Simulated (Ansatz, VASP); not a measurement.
**NbAl2B3 in VASP and in Ansatz**

```xyz
6
Lattice="2.3040 -3.8606 0.0000 2.3040 3.8606 0.0000 0.0000 0.0000 3.6184" Properties=species:S:1:pos:R:3 pbc="T T T"
Al    1.1520    1.9303    1.8092
Al    1.1520   -1.9303    1.8092
Nb    2.3040    0.0000    0.0000
B     2.3040    2.6242    0.0000
B     2.3040   -2.6242    0.0000
B     0.0000    0.0000    1.8092
```

Change from the starting cell: species swapped into the CeGa2Cu3 type (Cmmm, No. 65).

Alike in both runs: task single point; functional PBE; k mesh 4 × 4 × 6; occupations gaussian, width 0.1 eV; no spin polarisation.

|  | VASP | Ansatz |
| --- | --- | --- |
| version | VASP 6.6.1 | Ansatz 0.2.0 |
| potentials or method | VASP PAW PBE potentials, release 64 (Al, Nb_sv, B), cutoff 520 eV | scalar-relativistic, plane waves, PAW |
| valence electrons in the cell | 28 | 28 |

Ansatz gave:

| Quantity | Value |
| --- | --- |
| gap on the k mesh at the Fermi level (eV) | none |
| pressure (GPa) | -0.9 |
| traceless stress, the component that is largest in VASP (GPa) | -22.75 |
| rms of the force components (eV/Å) | 0.255 |

Problem. Estimate VASP's values.

Solution. gap on the k mesh at the Fermi level (eV): none; pressure (GPa): -1.1; traceless stress, the component that is largest in VASP (GPa): -22.73; rms of the force components (eV/Å): 0.255.

Atom by atom the forces differ by 0.000 eV/Å (rms over components). A gap of «none» marks a metal or a gap that the smearing closes. The functional is the same, so the differences come from potentials, cutoffs and numerics.

The k mesh is coarse, so the values compare programs but aren't converged.
